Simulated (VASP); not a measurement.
# C (Fmmm) in VASP: notebook

C is run at these levels: r2SCAN; tasks: single point.

All numbers are computed with VASP 6.6.1; they aren't measurements. Logs are shortened: lines on timing, memory, paths and dates and some standing lists are left out, and cuts for length are marked.

### 1 The cell of the first run

Symmetry: Fmmm, No. 69, orthorhombic system. The conventional cell has a = 2.437 Å, b = 4.369 Å, c = 7.163 Å, α = 90.00°, β = 90.00°, γ = 90.00°. C (site symmetry m2m) has 3 C at 1.33 to 1.49 Å within 1.8 Å.

### 2 Single point, r2SCAN (functional r2SCAN, strained)

Contents of POSCAR:

```
C
1.0
    0.0000000000      2.1846417000      3.5813890800
    1.2185566800      0.0000000000      3.5813890800
    1.2185566800      2.1846417000      0.0000000000
C
2
Direct
    0.1525656276      0.8474343724      0.1525656276
    0.8474343724      0.1525656276      0.8474343724
```

Contents of INCAR.step1:

```
SYSTEM = C
  PREC = Accurate
  ENCUT = 520
  ISMEAR = 0
  SIGMA = 0.02
  LREAL = .False.
  LASPH = .True.
  NELM = 60
  NBANDS = 11
  GGA = PE
  ALGO = Normal
  EDIFF = 1E-4
  LWAVE = .True.
  LCHARG = .False.
```

Contents of INCAR.step2:

```
SYSTEM = C
  PREC = Accurate
  ENCUT = 520
  EDIFF = 1E-7
  ISMEAR = 0
  SIGMA = 0.02
  LREAL = .False.
  LASPH = .True.
  NELM = 60
  ALGO = Normal
  ISIF = 2
  LWAVE = .False.
  LCHARG = .True.
  METAGGA = R2SCAN
  LMIXTAU = .True.
  LELF = .True.
  LVHAR = .True.
  NBANDS = 11
  ISTART = 1
```

Contents of KPOINTS:

```
regular mesh
0
Gamma
  14 14 14
  0 0 0
```

Potentials or basis: VASP PAW PBE potentials, release 64 (C).

Started as:

```console
cat potpaw_PBE.64/C/POTCAR > POTCAR
cp INCAR.step1 INCAR
mpirun -np 1 vasp_std > vasp.out
cp INCAR.step2 INCAR
mpirun -np 1 vasp_std > vasp.out
```

OUTCAR:

```text
SYSTEM = C
   PREC = Accurate
   ENCUT = 520
   EDIFF = 1E-7
   ISMEAR = 0
   LREAL = .False.
   LASPH = .True.
   NELM = 60
   ISIF = 2
   METAGGA = R2SCAN
   ISTART = 1

 ion  position               nearest neighbor table
   1  0.153  0.847  0.153-   2 1.33   2 1.49   2 1.49
   2  0.847  0.153  0.847-   1 1.33   1 1.49   1 1.49

  LATTYP: Found a face centered orthorhombic cell.
 ALAT       =     2.4371133600
 B/A-ratio  =     1.7928109015
 C/A-ratio  =     2.9390418507

  Lattice vectors:

 A1 = (   0.0000000000,   2.1846417000,   3.5813890800)
 A2 = (   1.2185566800,   0.0000000000,   3.5813890800)
 A3 = (   1.2185566800,   2.1846417000,   0.0000000000)

Analysis of symmetry for initial positions (statically):
=====================================================================
 Subroutine PRICEL returns:
 Original cell was already a primitive cell.

 Routine SETGRP: Setting up the symmetry group for a
 face centered orthorhombic supercell.

 Subroutine GETGRP returns: Found  8 space group operations
 (whereof  8 operations were pure point group operations)
 out of a pool of  8 trial point group operations.

The static configuration has the point symmetry D_2h.

Analysis of symmetry for dynamics (positions and initial velocities):
=====================================================================
 Subroutine PRICEL returns:
 Original cell was already a primitive cell.

 Routine SETGRP: Setting up the symmetry group for a
 face centered orthorhombic supercell.

 Subroutine GETGRP returns: Found  8 space group operations
 (whereof  8 operations were pure point group operations)
 out of a pool of  8 trial point group operations.

The dynamic configuration has the point symmetry D_2h.

 Subroutine INISYM returns: Found  8 space group operations
 (whereof  8 operations are pure point group operations),
 and found     1 'primitive' translations

----------------------------------------------------------------------------------------

                                     Primitive cell

  volume of cell :      19.0681

  direct lattice vectors                    reciprocal lattice vectors
     0.000000000  2.184641700  3.581389080    -0.410321496  0.228870483  0.139610634
     1.218556680  0.000000000  3.581389080     0.410321496 -0.228870483  0.139610634
     1.218556680  2.184641700  0.000000000     0.410321496  0.228870483 -0.139610634

  length of vectors
     4.195117054  3.783018388  2.501507493     0.490139324  0.490139324  0.490139324

  position of ions in fractional coordinates (direct lattice)
     0.152565628  0.847434372  0.152565628
     0.847434372  0.152565628  0.847434372

  ion indices of the primitive-cell ions
   primitive index   ion index
                 1           1
                 2           2

----------------------------------------------------------------------------------------

 KPOINTS: regular mesh

Automatic generation of k-mesh.
 Grid dimensions read from file:
 generate k-points for:   14   14   14

 Generating k-lattice:

  Cartesian coordinates                     Fractional coordinates (reciprocal lattice)
    -0.029308678  0.016347892  0.009972188     0.071428571  0.000000000 -0.000000000
     0.029308678 -0.016347892  0.009972188     0.000000000  0.071428571  0.000000000
     0.029308678  0.016347892 -0.009972188    -0.000000000  0.000000000  0.071428571

  Length of vectors
     0.035009952  0.035009952  0.035009952

  Shift w.r.t. Gamma in fractional coordinates (k-lattice)
     0.000000000  0.000000000  0.000000000

 Subroutine IBZKPT returns following result:
 ===========================================

 Found    428 irreducible k-points:

 Following reciprocal coordinates:
            Coordinates               Weight
  0.000000  0.000000  0.000000      1.000000
  0.071429  0.000000  0.000000      8.000000
  0.142857  0.000000  0.000000      8.000000
  0.214286 -0.000000  0.000000      8.000000
  0.285714  0.000000  0.000000      8.000000
  0.357143  0.000000  0.000000      8.000000
[... 16 lines left out ...]
  0.214286  0.142857 -0.000000      8.000000
  0.285714  0.142857 -0.000000      8.000000
 [... further k-points ...]
   k-points           NKPTS =    428   k-points in BZ     NKDIM =    428   number of bands    NBANDS=     11
   number of dos      NEDOS =    301   number of ions     NIONS =      2
   total plane-waves  NPLWV =  17920
   dimension x,y,z NGX =    32 NGY =   28 NGZ =   20
   dimension x,y,z NGXF=    64 NGYF=   56 NGZF=   40
   ions per type =               2
   NGX,Y,Z   is equivalent  to a cutoff of  12.68, 12.30, 13.29 a.u.
   NGXF,Y,Z  is equivalent  to a cutoff of  25.36, 24.61, 26.58 a.u.
 SYSTEM =  C
   PREC   = accura    normal or accurate (medium, high low for compatibility)
   ISTART =      1    job   : 0-new  1-cont  2-samecut
   ICHARG =      0    charge: 1-file 2-atom 10-const
   ISPIN  =      1    spin polarized calculation?
   LNONCOLLINEAR =      F non collinear calculations
   LSORBIT =      F    spin-orbit coupling
   LASPH  =      T    aspherical Exc in radial PAW
   ENCUT  =  520.0 eV  38.22 Ry    6.18 a.u.   7.80  7.03  4.65*2*pi/ulx,y,z
   NELM   =     60;   NELMIN=  2; NELMDL=  0     # of ELM steps
   EDIFF  = 0.1E-06   stopping-criterion for ELM
   LREAL  =      F    real-space projection
   EDIFFG = 0.1E-05   stopping-criterion for IOM
   NSW    =      0    number of steps for IOM
   IBRION =     -1    ionic relax: 0-MD 1-quasi-New 2-CG
   NFREE  =      0    steps in history (QN), initial steepest desc. (CG)
   ISIF   =      2    stress and relaxation
   ISYM   =      2    0-nonsym 1-usesym 2-fastsym
   POTIM  = 0.5000    time-step for ionic-motion
   TEBEG  =    0.0;   TEEND  =   0.0 temperature during run
   PSTRESS=    0.0 pullay stress
   NELECT =       8.0000    total number of electrons
   NUPDOWN=      -1.0000    fix difference up-down
   EMIN   =  10.00;   EMAX   =-10.00  energy-range for DOS
   EFERMI =   0.00;   METHOD = LEGACY
   ISMEAR =     0;   SIGMA  =   0.02  broadening in eV -4-tet -1-fermi 0-gaus
   EFERMI_NEDOS =   21; number of points for ismear=-14 and -15
   IALGO  =     38    algorithm
   IMIX   =      4    mixing-type and parameters
     AMIX     =   0.40;   BMIX     =  1.00
     AMIX_MAG =   1.60;   BMIX_MAG =  1.00
  volume/ion in A,a.u.               =       9.53        64.34
  Fermi-wavevector in a.u.,A,eV,Ry     =   1.225563  2.315978 20.436017  1.502005
  Thomas-Fermi vector in A             =   2.360596
   LORBIT       =      0    0 simple, 1 ext, 2 COOP (PROOUT), +10 PAW based schemes
   METAGGA = R2SCAN    functional components
   LHFCALC =     F    Hartree Fock is set to
   AEXX    =    0.0000 exact exchange contribution
   IVDW    =     0    specifies the selected vdW correction
   LEPSILON=     F    determine dielectric tensor
   LRPA    =     F    only Hartree local field effects (RPA)
 non-spin polarized calculation
 Gauss-broadening in eV      SIGMA  =   0.02
  energy-cutoff  :      520.00
  volume of cell :       19.07
 maximum number of plane-waves:       529
   NGX = 15   NGY = 13   NGZ =  9

 number of electron       8.0000000 magnetization

 Free energy of the ion-electron system (eV)
  ---------------------------------------------------
  ext. energy  EPLUGINS =         0.00000000
  ---------------------------------------------------
  free energy    TOTEN  =       -19.45614455 eV

  energy without entropy =      -19.45612708  energy(sigma->0) =      -19.45613581

 E-fermi :   3.7360     XC(G=0): -10.6100

 val. band max:        3.7197930922   @ k =  -0.2857   0.0714   0.3571
 cond. band min:       3.7526488705   @ k =  -0.3571   0.0000   0.3571
 fundamental gap:      0.0328557783
 Fermi energy:         3.7360208753

 k-point     1 :       0.0000    0.0000    0.0000
  band No.  band energies     occupation
      1     -16.7362      2.00000
      2      -3.2211      2.00000
      3      -1.1184      2.00000
      4       2.8586      2.00000
      5       7.9779      0.00000
      6      10.5211      0.00000
      7      14.7132      0.00000
      8      16.1218      0.00000
      9      16.3203      0.00000
     10      27.5111      0.00000
     11      28.2508      0.00000

 k-point     2 :       0.0714    0.0000    0.0000
  band No.  band energies     occupation
      1     -16.6049      2.00000
      2      -3.0986      2.00000
      3      -1.3626      2.00000
      4       2.2703      2.00000
      5       8.1828      0.00000
      6      10.6730      0.00000
      7      15.2144      0.00000
      8      15.6970      0.00000
      9      16.5666      0.00000
     10      27.5962      0.00000
     11      27.9665      0.00000

 k-point     3 :       0.1429    0.0000    0.0000
  band No.  band energies     occupation
      1     -16.2126      2.00000
      2      -2.7324      2.00000
      3      -2.0503      2.00000
      4       0.8669      2.00000
      5       8.7957      0.00000
      6      10.9122      0.00000
      7      14.5174      0.00000
      8      16.3576      0.00000
      9      17.5432      0.00000
     10      25.8704      0.00000
     11      29.0968      0.00000

 k-point     4 :       0.2143   -0.0000    0.0000
  band No.  band energies     occupation
      1     -15.5644      2.00000
      2      -3.1620      2.00000
      3      -2.1257      2.00000
      4      -0.6887      2.00000
      5       9.7822      0.00000
      6      10.9757      0.00000
      7      12.8184      0.00000
      8      17.7884      0.00000
      9      19.3072      0.00000
     10      23.9149      0.00000
     11      28.3624      0.00000
[... 239 lines left out ...]
 k-point    22 :       0.1429    0.1429    0.0000
  band No.  band energies     occupation
      1     -16.7040      2.00000
      2      -3.5335      2.00000
      3      -1.1151      2.00000
      4       2.8542      2.00000
      5       8.7860      0.00000
      6      10.5123      0.00000
      7      14.7116      0.00000
      8      16.1270      0.00000
      9      16.3229      0.00000
     10      26.9337      0.00000
     11      27.4537      0.00000

 k-point    23 :       0.2143    0.1429   -0.0000
  band No.  band energies     occupation
      1     -16.5588      2.00000
      2      -3.5349      2.00000
      3      -1.3586      2.00000
      4       2.2626      2.00000
      5       9.3494      0.00000
      6      10.6650      0.00000
      7      15.2160      0.00000
      8      15.7208      0.00000
      9      16.5591      0.00000
     10      26.1217      0.00000
     11      27.8443      0.00000

 k-point    24 :       0.2857    0.1429   -0.0000
  band No.  band energies     occupation
      1     -16.1557      2.00000
      2      -3.2537      2.00000
      3      -2.0478      2.00000
      4       0.8544      2.00000
      5      10.2242      0.00000
      6      10.9429      0.00000
      7      14.5748      0.00000
      8      16.4038      0.00000
      9      17.4891      0.00000
     10      25.0611      0.00000
     11      28.6934      0.00000

 [... further k-points ...]
[... 5 lines left out ...]
  --------------------------------------------------------------------------------------
  -------------------------------------------------------------------------------------
  Total        0.2187305     -1.1104499     -0.0303060      0.0000000      0.0000000      0.0000000
  in kB       18.3786041    -93.3043909     -2.5464317      0.0000000      0.0000000      0.0000000
  external PRESSURE =     -25.8240728 kB  Pullay stress =       0.0000000 kB

 VOLUME and BASIS-vectors are now :
 -----------------------------------------------------------------------------
  energy-cutoff  :      520.00
  volume of cell :       19.07
      direct lattice vectors                 reciprocal lattice vectors
     0.000000000  2.184641700  3.581389080    -0.410321496  0.228870483  0.139610634
     1.218556680  0.000000000  3.581389080     0.410321496 -0.228870483  0.139610634
     1.218556680  2.184641700  0.000000000     0.410321496  0.228870483 -0.139610634

 POSITION                                       TOTAL-FORCE (eV/Angst)
 -----------------------------------------------------------------------------------
      1.21856      0.66660      3.58139         0.000000      6.626577      0.000000
      1.21856      3.70268      3.58139         0.000000     -6.626577      0.000000
 -----------------------------------------------------------------------------------
    total drift:                                0.000000      0.000000      0.000000

  FREE ENERGIE OF THE ION-ELECTRON SYSTEM (eV)
  ---------------------------------------------------
  free  energy   TOTEN  =       -19.4561445496 eV

  energy  without entropy=      -19.4561270767  energy(sigma->0) =      -19.45613581
```

Wall time 2.5 min (1 thread of Intel Xeon 6975P-C (Granite Rapids), shared host); peak memory 0.2 GiB.

Results:

```
Free energy            : -19.4561 eV
Pressure               : -2.6 GPa
Largest force          : 6.627 eV/Å
Band gap on the k mesh : zero (band 4 reaches 3.78 eV, above the bottom of band 5 at 3.60 eV)
```

Forces on the atoms (eV/Å):
```
C    0.000  6.627  0.000
C    0.000 -6.627  0.000
```

Stress tensor (GPa, compression positive):
```
 1.84  0.00  0.00
 0.00 -9.33  0.00
 0.00  0.00 -0.25
```

Caveat: the cell differs from its parent crystal (functional r2SCAN, strained); the PAW data sets were made with another functional, which shifts forces and pressure a little.

### 3 Single point, r2SCAN (functional r2SCAN, strained)

Contents of POSCAR:

```
C
1.0
    0.0000000000      2.2314357000      3.4811164800
    1.2641400400      0.0000000000      3.4811164800
    1.2641400400      2.2314357000      0.0000000000
C
2
Direct
    0.1901772873      0.8098227127      0.1901772873
    0.8098227127      0.1901772873      0.8098227127
```

Contents of INCAR.step1:

```
ALGO = Normal
EDIFF = 1E-4
ENCUT = 520
GGA = PE
ISMEAR = 0
LASPH = T
LCHARG = F
LREAL = F
LWAVE = T
NBANDS = 11
NELM = 60
PREC = Accurate
SIGMA = 0.02
```

Contents of INCAR.step2:

```
ALGO = Normal
EDIFF = 1E-6
ENCUT = 520
ISIF = 2
ISMEAR = 0
ISTART = 1
LASPH = T
LCHARG = T
LELF = T
LMIXTAU = T
LREAL = F
LVHAR = T
LWAVE = F
METAGGA = R2SCAN
NBANDS = 11
NELM = 60
PREC = Accurate
SIGMA = 0.02
```

Contents of KPOINTS:

```
k-points
0
Gamma
  14 14 14
```

Potentials or basis: VASP PAW PBE potentials, release 64 (C).

Started as:

```console
cat potpaw_PBE.64/C/POTCAR > POTCAR
cp INCAR.step1 INCAR
mpirun -np 1 vasp_std > vasp.out
cp INCAR.step2 INCAR
mpirun -np 1 vasp_std > vasp.out
```

Wall time 1.8 min (1 thread of Intel Xeon 6975P-C (Granite Rapids), shared host); peak memory 0.19 GiB.

It converged, with:

```yaml
Free_energy: -18.9103 eV
Pressure: -12.6 GPa
Largest_force: 6.392 eV/Å
Band_gap_on_the_k_mesh: zero (band 4 reaches 3.82 eV, above the bottom of band 5 at 3.53 eV)
```

Forces in eV/Å, atoms in the order of the input:
```
C    0.000 -6.392  0.000
C    0.000  6.392  0.000
```

Stress tensor (GPa, compression positive):
```
-10.60   0.00   0.00
  0.00 -27.85   0.00
  0.00   0.00   0.56
```

Levels at points of the mesh, in eV from the Fermi level:
```csv
k point,band 1,band 2,band 3,band 4,band 5,band 6,band 7,band 8,band 9
"(0.00, 0.00, 0.00)",-20.21,-6.66,-6.19,-0.02,3.75,4.53,11.07,11.22,12.24
"(0.50, 0.00, 0.00)",-14.89,-14.42,-5.48,-1.80,0.56,5.35,12.65,13.21,19.39
"(0.50, 0.50, 0.00)",-19.97,-8.36,-6.22,0.04,3.81,10.25,10.84,11.41,12.09
"(0.50, 0.00, 0.50)",-16.07,-11.84,-8.07,-3.26,4.94,6.56,10.83,11.82,16.59
"(0.00, 0.50, 0.50)",-15.89,-11.66,-8.11,-4.39,3.10,6.25,13.02,15.98,16.77
```

Caveat: the cell differs from its parent crystal (functional r2SCAN, strained); the PAW data sets were made with another functional, which shifts forces and pressure a little.
